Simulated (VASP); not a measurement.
Here is a VASP 6.6.1 calculation.

The input INCAR:

```
SYSTEM = ZrB2
ALGO = Normal ; EDIFF = 1E-7
ENCUT = 520 ; GGA = PE
ISIF = 2 ; ISMEAR = -1
LASPH = .True. ; LCHARG = .False.
LREAL = .False. ; LWAVE = .False.
NBANDS = 16 ; NELM = 60
PREC = Accurate ; SIGMA = 0.05
```

The input KPOINTS:

```
k-points
0
Gamma
  12 12 9
  0 0 0
```

POSCAR

```
ZrB2
1.0
    3.1649998255     -0.0316499983     -0.0316499983
   -1.6099096153      2.7567952510     -0.0115847034
   -0.0352000000     -0.0352000000      3.5200000000
Zr B
1 2
Direct
    0.0000000000      0.0000000000      0.0000000000
    0.3333333333      0.6666666667      0.5000000000
    0.6666666667      0.3333333333      0.5000000000
```

Potentials or basis: VASP PAW PBE potentials, release 64 (Zr_sv, B).

Launch:

```bash
$ cat potpaw_PBE.64/Zr_sv/POTCAR potpaw_PBE.64/B/POTCAR > POTCAR
$ mpirun -np 1 vasp_std > vasp.out
```

Question: Predict the band gap on the k mesh.

Answer: Zero (bands 9 and 10 overlap by 1.25 eV).

Question: What does it give for the pressure?

Answer: 2.9 GPa.

Stress tensor (GPa, compression positive):
```
2.36 5.40 5.28
5.40 2.32 5.27
5.28 5.27 4.00
```

Caveat: the cell differs from its parent crystal (equal xy, yz and zx shear strains of -2 %).
